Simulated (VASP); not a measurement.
Runs of VASP 6.6.1 on Na. The structure is that of space group R-3m (No. 166), or close to it. The cells are those of the table. 

```csv
cell,further INCAR settings,gap on the mesh (eV),pressure (GPa)
"a = 3.446 Å, angles 101.6°, 1 atom",ALGO = Fast; EDIFF = 1e-07; NBANDS = 10,none,-0.1
"a = 3.380 Å, angles 95.9°, 1 atom",ALGO = Fast; EDIFF = 1e-06; NBANDS = 10,none,0.2
"a = 3.535 Å, angles 105.7°, 1 atom",ALGO = Fast; EDIFF = 1e-06; NBANDS = 10,none,-0.1
"a = 4.191 Å, angles 115.8°, 1 atom",ALGO = Fast; EDIFF = 1e-07; NBANDS = 10,none,1.0
"a = 3.812 Å, angles 112.1°, 1 atom",ALGO = Fast; EDIFF = 1e-07; NBANDS = 10,none,(a)
"a = 4.424 Å, angles 117.0°, 1 atom",ALGO = Fast; EDIFF = 1e-07; NBANDS = 10,none,2.7
"a = 3.996 Å, angles 114.3°, 1 atom",ALGO = Fast; EDIFF = 1e-06; NBANDS = 10,none,0.2
```

Alike in all rows: task single point; level PBEsol; potentials or basis VASP PAW PBE potentials, release 64 (Na_pv); no spin polarisation; k mesh 18 × 18 × 18; cutoff (eV) 520; smearing gaussian 0.15 eV.

Question: Estimate the missing entries.

Answer: (a) -0.2.

Caveats: the PAW data sets were made with another functional, which shifts forces and pressure a little.

A gap of «none» marks levels without a gap at the run's occupations.
